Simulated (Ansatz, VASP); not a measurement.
**Ga4Sb3As: VASP beside Ansatz**

File INCAR:

```
SYSTEM = Ga4Sb3As
  PREC = Accurate
  ENCUT = 600
  EDIFF = 1E-7
  ISMEAR = 0
  SIGMA = 0.1
  LREAL = .FALSE.
  LASPH = .TRUE.
  NELM = 80
  ALGO = Normal
  ISIF = 3
  LWAVE = .FALSE.
  LCHARG = .FALSE.
  GGA = PE
  IBRION = 2
  NSW = 90
  EDIFFG = -0.04
```

Contents of KPOINTS:

```
regular mesh
0
G
  4 4 4
  0 0 0
```

The input POSCAR:

```
Ga4Sb3As
1.0
    5.7322454400      0.0000000000      0.0000000000
    0.0000000000      5.7322454400      0.0000000000
    0.0000000000      0.0000000000      5.7322454400
Ga Sb As
4 3 1
Direct
    0.7500000000      0.7500000000      0.7500000000
    0.7500000000      0.2500000000      0.2500000000
    0.2500000000      0.7500000000      0.2500000000
    0.2500000000      0.2500000000      0.7500000000
    0.5000000000      0.5000000000      0.0000000000
    0.5000000000      0.0000000000      0.5000000000
    0.0000000000      0.5000000000      0.5000000000
    0.0000000000      0.0000000000      0.0000000000
```

Input for Ansatz:

```yaml
crystal:
  lattice:
    - [5.73224544, 0.0, 0.0]
    - [0.0, 5.73224544, 0.0]
    - [0.0, 0.0, 5.73224544]
  atoms:
    - { symbol: Ga, position: [0.75, 0.75, 0.75] }
    - { symbol: Ga, position: [0.75, 0.25, 0.25] }
    - { symbol: Ga, position: [0.25, 0.75, 0.25] }
    - { symbol: Ga, position: [0.25, 0.25, 0.75] }
    - { symbol: Sb, position: [0.5, 0.5, 0.0] }
    - { symbol: Sb, position: [0.5, 0.0, 0.5] }
    - { symbol: Sb, position: [0.0, 0.5, 0.5] }
    - { symbol: As, position: [0.0, 0.0, 0.0] }
basis:
  ecutwfc: 420
kpoints:
  mp_grid: { grid: [4, 4, 4] }
hamiltonian:
  xc: pbe
scf:
  occupations: { method: gaussian, width: 0.1 }
  lower_state_search: "off"
output:
  forces: true
  stress: true
  eigenvalues: true
relax:
  adjacent_minimum: "off"
  f_tol: 0.04
  max_steps: 70
  cell: { stress_tol: 0.4 }
```

Alike in both runs: task relaxation of cell and atoms; functional PBE; k mesh 4 × 4 × 4; occupations gaussian, width 0.1 eV; no spin polarisation.

```csv
,VASP,Ansatz
version,VASP 6.6.1,Ansatz 0.2.0
potentials or method,"VASP PAW PBE potentials, release 64 (Ga_d, Sb, As), cutoff 600 eV","scalar-relativistic, plane waves, PAW"
valence electrons in the cell,72,112
```

VASP gave:

| Item | Value |
| --- | --- |
| gap on the k mesh at the Fermi level, each at its own relaxed structure (eV) | none |
| relaxed volume (Å³/atom) | 28.47 |
| relaxed length of the cell vector where the two differ most in proportion (Å) | 6.107 |

Problem. What did Ansatz give for the same quantities?

Solution. gap on the k mesh at the Fermi level, each at its own relaxed structure (eV): none; relaxed volume (Å³/atom): 28.36; relaxed length of the cell vector where the two differ most in proportion (Å): 6.099.

A gap of «none» marks a metal or a gap that the smearing closes. VASP's potentials hold 72 valence electrons a cell and Ansatz's 112, so a difference there can come from the potentials and not from the codes.

Neither program's run includes spin-orbit coupling. Noted on VASP's run: the volume moved by over 15 % at a fixed basis, so the end points are rough.
